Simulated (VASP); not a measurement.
# AlN (F-43m) in VASP: further runs

AlN is run at these levels: LDA; tasks: single point.

Everything below comes from runs of VASP 6.6.1. Logs are shortened: lines on timing, memory, paths and dates and some standing lists are left out, and cuts for length are marked.

### Step 1. The cell of the first run

The structure is cubic, space group F-43m (No. 216). The conventional cell has a = 4.397 Å, b = 4.397 Å, c = 4.397 Å, α = 90.00°, β = 90.00°, γ = 90.00°. Al (site symmetry -43m) has 4 N at 1.90 Å within 2.5 Å. N (site symmetry -43m) has 4 Al at 1.90 Å within 2.5 Å.

### Step 2. Single point, LDA

Input file INCAR:

```
ALGO = Normal ; EDIFF = 1E-7
ENCUT = 520 ; ISIF = 2
ISMEAR = 0 ; LASPH = T
LCHARG = F ; LREAL = F
LWAVE = F ; NBANDS = 11
NELM = 100 ; PREC = Accurate
SIGMA = 0.01
```

Input file KPOINTS:

```
k-points
0
Gamma
  8 8 8
```

Input file POSCAR:

```
AlN
1.0
    0.0000000000      2.1984579579      2.1984579579
    2.1984579579      0.0000000000      2.1984579579
    2.1984579579      2.1984579579      0.0000000000
Al N
1 1
Direct
    0.0000000000      0.0000000000      0.0000000000
    0.7500000000      0.7500000000      0.7500000000
```

Potentials or basis: VASP PAW LDA potentials, release 64 (Al, N).

Run with:

```bash
cat potpaw_LDA.64/Al/POTCAR potpaw_LDA.64/N/POTCAR > POTCAR
mpirun -np 1 vasp_std > vasp.out
```

OUTCAR:

```text
EDIFF = 1E-7
   ENCUT = 520
   ISIF = 2
   ISMEAR = 0
   LASPH = T
   LREAL = F
   NELM = 100
   PREC = Accurate

 ion  position               nearest neighbor table
   1  0.000  0.000  0.000-   2 1.90   2 1.90   2 1.90   2 1.90
   2  0.750  0.750  0.750-   1 1.90   1 1.90   1 1.90   1 1.90

  LATTYP: Found a face centered cubic cell.
 ALAT       =     4.3969159158

  Lattice vectors:

 A1 = (   0.0000000000,   2.1984579579,   2.1984579579)
 A2 = (   2.1984579579,   0.0000000000,   2.1984579579)
 A3 = (   2.1984579579,   2.1984579579,   0.0000000000)

Analysis of symmetry for initial positions (statically):
=====================================================================
 Subroutine PRICEL returns:
 Original cell was already a primitive cell.

 Routine SETGRP: Setting up the symmetry group for a
 face centered cubic supercell.

 Subroutine GETGRP returns: Found 24 space group operations
 (whereof 24 operations were pure point group operations)
 out of a pool of 48 trial point group operations.

The static configuration has the point symmetry T_d .

Analysis of symmetry for dynamics (positions and initial velocities):
=====================================================================
 Subroutine PRICEL returns:
 Original cell was already a primitive cell.

 Routine SETGRP: Setting up the symmetry group for a
 face centered cubic supercell.

 Subroutine GETGRP returns: Found 24 space group operations
 (whereof 24 operations were pure point group operations)
 out of a pool of 48 trial point group operations.

The dynamic configuration has the point symmetry T_d .

 Subroutine INISYM returns: Found 24 space group operations
 (whereof 24 operations are pure point group operations),
 and found     1 'primitive' translations

----------------------------------------------------------------------------------------

                                     Primitive cell

  volume of cell :      21.2513

  direct lattice vectors                    reciprocal lattice vectors
     0.000000000  2.198457958  2.198457958    -0.227432141  0.227432141  0.227432141
     2.198457958  0.000000000  2.198457958     0.227432141 -0.227432141  0.227432141
     2.198457958  2.198457958  0.000000000     0.227432141  0.227432141 -0.227432141

  length of vectors
     3.109089060  3.109089060  3.109089060     0.393924023  0.393924023  0.393924023

[... 86 lines left out ...]
   ISIF   =      2    stress and relaxation
   ISYM   =      2    0-nonsym 1-usesym 2-fastsym
   POTIM  = 0.5000    time-step for ionic-motion
   TEBEG  =    0.0;   TEEND  =   0.0 temperature during run
   PSTRESS=    0.0 pullay stress
   NELECT =       8.0000    total number of electrons
   NUPDOWN=      -1.0000    fix difference up-down
   EMIN   =  10.00;   EMAX   =-10.00  energy-range for DOS
   EFERMI =   0.00;   METHOD = LEGACY
   ISMEAR =     0;   SIGMA  =   0.01  broadening in eV -4-tet -1-fermi 0-gaus
   EFERMI_NEDOS =   21; number of points for ismear=-14 and -15
   IALGO  =     38    algorithm
   IMIX   =      4    mixing-type and parameters
     AMIX     =   0.40;   BMIX     =  1.00
     AMIX_MAG =   1.60;   BMIX_MAG =  1.00
  volume/ion in A,a.u.               =      10.63        71.71
  Fermi-wavevector in a.u.,A,eV,Ry     =   1.182070  2.233789 19.011289  1.397290
  Thomas-Fermi vector in A             =   2.318332
   LORBIT       =      0    0 simple, 1 ext, 2 COOP (PROOUT), +10 PAW based schemes
   GGA     = CA    functional components
   LHFCALC =     F    Hartree Fock is set to
   AEXX    =    0.0000 exact exchange contribution
   IVDW    =     0    specifies the selected vdW correction
   LEPSILON=     F    determine dielectric tensor
   LRPA    =     F    only Hartree local field effects (RPA)
 non-spin polarized calculation
 Gauss-broadening in eV      SIGMA  =   0.01
  energy-cutoff  :      520.00
  volume of cell :       21.25
 maximum number of plane-waves:       588
   NGX = 11   NGY = 11   NGZ = 11

 number of electron       8.0000002 magnetization

 Free energy of the ion-electron system (eV)
  ---------------------------------------------------
  ext. energy  EPLUGINS =         0.00000000
  ---------------------------------------------------
  free energy    TOTEN  =       -16.36012413 eV

  energy without entropy =      -16.36012413  energy(sigma->0) =      -16.36012413

 E-fermi :   5.6657     XC(G=0): -11.1802

 val. band max:        5.5227214451   @ k =   0.0000   0.0000   0.0000
 cond. band min:       8.7364991057   @ k =   0.5000   0.5000   0.0000
 fundamental gap:      3.2137776606
 Fermi energy:         5.6656649686

 k-point     1 :       0.0000    0.0000    0.0000
  band No.  band energies     occupation
      1      -9.1854      2.00000
      2       5.5227      2.00000
      3       5.5227      2.00000
      4       5.5227      2.00000
      5       9.5821      0.00000
      6      17.6644      0.00000
      7      17.6644      0.00000
      8      17.6644      0.00000
      9      22.8908      0.00000
     10      22.8908      0.00000
     11      24.2375      0.00000
[... 309 lines left out ...]
 k-point    24 :      -0.3750    0.2500    0.1250
  band No.  band energies     occupation
      1      -6.8017      2.00000
      2       0.4008      2.00000
      3       3.2983      2.00000
      4       4.4029      2.00000
      5      12.4543      0.00000
      6      14.4695      0.00000
      7      17.3163      0.00000
      8      17.8494      0.00000
      9      22.1988      0.00000
     10      23.8557      0.00000
     11      27.0602      0.00000

 [... further k-points ...]

------------------------ aborting loop because EDIFF is reached ----------------------------------------

  FORCE on cell =-STRESS in cart. coord.  units (eV):
  Direction    XX          YY          ZZ          XY          YZ          ZX
  --------------------------------------------------------------------------------------
  -------------------------------------------------------------------------------------
  Total       -0.9052262     -0.9052262     -0.9052262     -0.0000000     -0.0000000     -0.0000000
  in kB      -68.2469408    -68.2469408    -68.2469408     -0.0000000     -0.0000000     -0.0000000
  external PRESSURE =     -68.2469408 kB  Pullay stress =       0.0000000 kB

 VOLUME and BASIS-vectors are now :
 -----------------------------------------------------------------------------
  energy-cutoff  :      520.00
  volume of cell :       21.25
      direct lattice vectors                 reciprocal lattice vectors
     0.000000000  2.198457958  2.198457958    -0.227432141  0.227432141  0.227432141
     2.198457958  0.000000000  2.198457958     0.227432141 -0.227432141  0.227432141
     2.198457958  2.198457958  0.000000000     0.227432141  0.227432141 -0.227432141

 POSITION                                       TOTAL-FORCE (eV/Angst)
 -----------------------------------------------------------------------------------
      0.00000      0.00000      0.00000        -0.000000     -0.000000     -0.000000
      3.29769      3.29769      3.29769         0.000000      0.000000      0.000000
 -----------------------------------------------------------------------------------
    total drift:                                0.000000      0.000000      0.000000

  FREE ENERGIE OF THE ION-ELECTRON SYSTEM (eV)
  ---------------------------------------------------
  free  energy   TOTEN  =       -16.3601241274 eV

  energy  without entropy=      -16.3601241274  energy(sigma->0) =      -16.36012413
```

stdout:

```text
POSCAR found type information on POSCAR AlN
 POSCAR found :  2 types and       2 ions
 scaLAPACK will be used
 LDA part: xc-table for (Slater(with rela. corr.)+CA(PZ))
 , standard interpolation
 POSCAR, INCAR and KPOINTS ok, starting setup
 FFT: planning ... GRIDC
 FFT: planning ... GRID_SOFT
 FFT: planning ... GRID
 WAVECAR not read
 entering main loop
```

Wall time 5.7 s (1 thread of Intel Xeon Platinum 8488C (Sapphire Rapids), shared host); peak memory 0.12 GiB.

What came out:

- Free energy: -16.3601 eV
- Pressure: -6.8 GPa
- Band gap on the k mesh: 3.21 eV, indirect (least direct gap 4.06 eV)

### Step 3. Single point, LDA

This run uses another cell than the first one, of 10.83 Å³/atom, 1.020 times its volume.

Input file INCAR:

```
SYSTEM = AlN
  PREC = Accurate
  ENCUT = 520
  EDIFF = 1E-6
  ISMEAR = 0
  SIGMA = 0.01
  LREAL = .FALSE.
  LASPH = .TRUE.
  NELM = 100
  ALGO = Normal
  ISIF = 2
  LWAVE = .FALSE.
  LCHARG = .TRUE.
  LELF = .TRUE.
  LVHAR = .TRUE.
  NBANDS = 11
```

Input file KPOINTS:

```
regular mesh
0
G
  8 8 8
  0 0 0
```

Input file POSCAR:

```
AlN
1.0
    0.0000000000      2.2127340590      2.2127340590
    2.2127340590      0.0000000000      2.2127340590
    2.2127340590      2.2127340590      0.0000000000
Al N
1 1
Direct
    0.0000000000      0.0000000000      0.0000000000
    0.7500000000      0.7500000000      0.7500000000
```

Potentials or basis: VASP PAW LDA potentials, release 64 (Al, N).

Run with:

```bash
cat potpaw_LDA.64/Al/POTCAR potpaw_LDA.64/N/POTCAR > POTCAR
mpirun -np 1 vasp_std > vasp.out
```

Run time: 3.9 s. Hardware: 1 thread of Intel Xeon Platinum 8488C (Sapphire Rapids), shared host; peak memory 0.12 GiB.

Results (log left out):

```
Free energy            : -16.3381 eV
Pressure               : -10.3 GPa
Band gap on the k mesh : 3.20 eV, indirect (least direct gap 3.89 eV)
```

Levels at points of the mesh, in eV from the valence-band top:
| k point | band 2 | band 3 | band 4 | band 5 | band 6 | band 7 |
| --- | --- | --- | --- | --- | --- | --- |
| (0.00, 0.00, 0.00) | 0.00 | 0.00 | 0.00 | 3.89 | 11.96 | 11.96 |
| (0.50, 0.00, 0.00) | -5.75 | -0.48 | -0.48 | 6.92 | 9.50 | 10.72 |
| (0.50, 0.50, 0.00) | -4.84 | -1.75 | -1.75 | 3.20 | 8.17 | 13.24 |
